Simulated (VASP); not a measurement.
**HfO2 (polar HfO2, relaxed): single point with LDA**

Crystal: HfO2 (polar HfO2, relaxed).

```
Hf O
1.0
     5.18110    0.00000    0.00000
     0.00000    4.97560    0.00000
     0.00000    0.00000    4.99611
Hf O
4 8
Direct
  0.96705 0.73192 0.75350
  0.03295 0.26808 0.25350
  0.46705 0.26808 0.75350
  0.53295 0.73192 0.25350
  0.63102 0.92687 0.88920
  0.36898 0.07313 0.38920
  0.13102 0.07313 0.88920
  0.86898 0.92687 0.38920
  0.76440 0.45850 0.00130
  0.23560 0.54150 0.50130
  0.26440 0.54150 0.00130
  0.73560 0.45850 0.50130
```

```
Program                : VASP 6.6.1
Task                   : single point
Functional             : LDA
Potentials or basis    : VASP PAW LDA potentials, release 64 (Hf_pv, O)
Cutoff                 : 520 eV
k mesh                 : 3 × 3 × 3
Occupations            : gaussian, width 0.01 eV
Spin                   : no spin polarisation
Dipole correction      : no
Further INCAR settings : ALGO = Normal; EDIFF = 1e-06; NBANDS = 56
```

```json
{
 "Pressure": "-2.6 GPa",
 "Largest force": "0.051 eV/Å",
 "Band gap on the k mesh": "4.36 eV, indirect (least direct gap 4.67 eV)"
}
```

Forces on the atoms (eV/Å):
```
Hf  -0.033 -0.011 -0.038
Hf   0.033  0.011 -0.038
Hf  -0.033  0.011 -0.038
Hf   0.033 -0.011 -0.038
O    0.025  0.003  0.016
O   -0.025 -0.003  0.016
O    0.025 -0.003  0.016
O   -0.025  0.003  0.016
O    0.006  0.030  0.022
O   -0.006 -0.030  0.022
O    0.006 -0.030  0.022
O   -0.006  0.030  0.022
```

Stress tensor (GPa, compression positive):
```
-2.66  0.00  0.00
 0.00 -2.53  0.00
 0.00  0.00 -2.53
```

Levels at points of the mesh, in eV from the valence-band top:
```csv
k point,band 40,band 41,band 42,band 43,band 44,band 45,band 46,band 47,band 48,band 49
"(0.00, 0.00, 0.00)",-1.00,-0.75,-0.20,-0.08,0.00,4.83,5.10,5.21,5.68,5.81
```

Run time: 99 s on 1 thread of Intel Xeon 8259CL, on a shared host, peak memory 0.21 GiB.

Caveat: the k points lie up to 0.42 Å⁻¹ apart; spin-orbit coupling is left out, which moves the levels of the heavy elements. Expect the measured gap to be larger: semilocal functionals such as LDA lack the derivative discontinuity.
